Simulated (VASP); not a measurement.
Set up this calculation in VASP 6.6.1, as the native input.

```
Task                   : single point
Functional             : PBE
Potentials or basis    : VASP PAW PBE potentials, release 64 (Li_sv)
Cutoff                 : 520 eV
k mesh                 : 2 × 2 × 2
Occupations            : fermi-dirac, width 0.11 eV
Spin                   : no spin polarisation
Dipole correction      : no
Further INCAR settings : LREAL = Auto; ALGO = Normal; EDIFF = 1e-07; NBANDS = 38
```

The structure of Li lies in POSCAR:

```
Li
1.0
    7.0944470000      0.0000000000      0.0000000000
    0.0000000000      7.0944470000      0.0000000000
    0.0000000000      0.0000000000      7.0944470000
Li
16
Direct
    0.0870540015      0.1660312636     -0.1644807552
    0.4396960045      0.0428081287      0.1058715359
    0.1275504631      0.8052072276     -0.0546906616
    0.0582145444     -0.0893233821      0.4927797755
    0.2095159778      0.4397101000      0.1131025434
    0.6132542818      0.4069520852     -0.0232012446
    0.3684289981      0.1758981355      0.4357915423
    0.8494812915      0.2623037426      0.2334783810
   -0.0112482340      0.4717633383      0.6066716687
    0.3981987602      0.6866356180      0.3645809180
    0.3486811587      0.5206184499      0.7057350629
    0.6423897451      0.4266435425      0.4002285168
    0.7189848624      0.7669096689      0.2661800137
    0.7145165790      0.1566154487      0.7308673953
    0.3850899161      0.8413058833      0.7275408499
    0.7503615151      0.7161234695      0.7885604051
```

One way to write it, as run:

INCAR

```
SYSTEM = Li
ALGO = Normal ; EDIFF = 1E-7
ENCUT = 520 ; GGA = PE
ISIF = 2 ; ISMEAR = -1
LASPH = .True. ; LCHARG = .False.
LREAL = Auto ; LWAVE = .False.
NBANDS = 38 ; NELM = 100
PREC = Accurate ; SIGMA = 0.11
```

KPOINTS

```
k-points
0
Gamma
  2 2 2
  0 0 0
```

Potentials or basis: VASP PAW PBE potentials, release 64 (Li_sv).

Command:

```bash
$ cat potpaw_PBE.64/Li_sv/POTCAR > POTCAR
$ mpirun -np 1 vasp_std > vasp.out
```

It gave:

```
Largest force          : 1.170 eV/Å
Band gap on the k mesh : zero (band 24 reaches 0.58 eV, above the bottom of band 25 at -0.10 eV)
```

Caveat: the k points lie up to 0.44 Å⁻¹ apart; forces of over 1 eV/Å act on the atoms, so gaps and moduli don't describe the material at rest.

Wall time 3 min on 1 thread of Intel(R) Xeon(R) Platinum 8259CL CPU @ 2.50GHz (Skylake/Cascade Lake), with other jobs on the host, peak memory 0.37 GiB.
